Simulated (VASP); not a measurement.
Runs of VASP 6.6.1 on Be2H3. The structure is that of space group P4/mmm (No. 123), or close to it. The cells are those of the table. 

```csv
task,cell,k mesh,cutoff (eV),gap on the mesh (eV),pressure (GPa),relaxed volume (Å³/atom),largest force (eV/Å)
relaxation of cell and atoms,"relaxed from a = 4.718, b = 4.718, c = 3.196 Å, 10 atoms",4 × 4 × 6,600,none,0.1,(b),0.02
single point,"a = 4.718, b = 4.718, c = 3.196 Å, 10 atoms",4 × 4 × 6,520,none,28.1,-,(a)
single point,"a = 5.335, b = 5.335, c = 2.717 Å, 10 atoms",4 × 4 × 6,520,none,0.1,-,0.02
single point,"a = 5.772, b = 5.772, c = 2.316 Å, 10 atoms",8 × 8 × 14,520,none,-0.1,-,0.01
relaxation of cell and atoms,"relaxed from a = 5.335, b = 5.335, c = 2.717 Å, 10 atoms",8 × 8 × 14,600,none,0.0,7.72,0.01
```

Alike in all rows: level PBE; potentials or basis VASP PAW PBE potentials, release 64 (Be, H); no spin polarisation; smearing gaussian 0.1 eV.

Q: Estimate the missing entries.

A: (a) 9.27; (b) 7.71.

Caveats: some runs use coarse meshes; forces of over 1 eV/Å act on the atoms, so gaps and moduli don't describe the material at rest (some runs).

A gap of «none» marks levels without a gap at the run's occupations.
